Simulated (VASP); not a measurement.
SrWN2:

```xyz
4
Lattice="1.4696 0.8485 7.4733 -1.4696 0.8485 7.4733 0.0000 -1.6970 7.4733" Properties=species:S:1:pos:R:3 pbc="T T T"
Sr    0.0000    0.0000    0.0000
W     0.0000    0.0000   11.2099
N     0.0000    0.0000   19.8938
N     0.0000    0.0000    2.5259
```

| Property | Result |
| --- | --- |
| Program | VASP 6.6.1 |
| Task | relaxation of cell and atoms |
| Functional | PBE |
| Potentials or basis | VASP PAW PBE potentials, release 64 (Sr_sv, W_sv, N) |
| Cutoff | 600 eV |
| k mesh | 6 × 6 × 6 |
| Occupations | gaussian, width 0.1 eV |
| Spin | no spin polarisation |

At the start: pressure 13.4 GPa; volume 13.98 Å³/atom.

How do energy, volume and symmetry change on relaxing?

Over 10 steps the energy falls by 218.4 meV/atom and the volume is 15.32 Å³/atom (+9.6 %); space group R-3m (No. 166, to 0.1 Å) before and after.

Step by step:
```tsv
step	energy change (eV)	largest force (eV/Å)	pressure (GPa)	volume (Å³)
1	0.0000	0.2222	13.40	55.91
2	-0.5205	1.9611	-11.94	65.32
3	-0.6932	1.2000	-5.60	61.86
4	-0.8319	0.3692	4.10	59.06
5	-0.8346	0.4856	2.83	59.38
6	-0.8696	0.1492	0.55	60.76
7	-0.8731	0.0468	-0.45	61.42
8	-0.8731	0.0416	-0.47	61.46
9	-0.8737	0.0373	0.35	61.23
10	-0.8738	0.0238	0.21	61.27
```

Final structure:
```
CELL_PARAMETERS angstrom
1.60705 0.92783 6.84825
-1.60705 0.92783 6.84825
0.00000 -1.85566 6.84825
ATOMIC_POSITIONS crystal
Sr 0.00000 0.00000 0.00000
W 0.50000 0.50000 0.50000
N 0.88200 0.88200 0.88200
N 0.11800 0.11800 0.11800
```

Caveat: the k points lie up to 0.38 Å⁻¹ apart in the final cell, too coarse for converged energies and pressures of a metal.
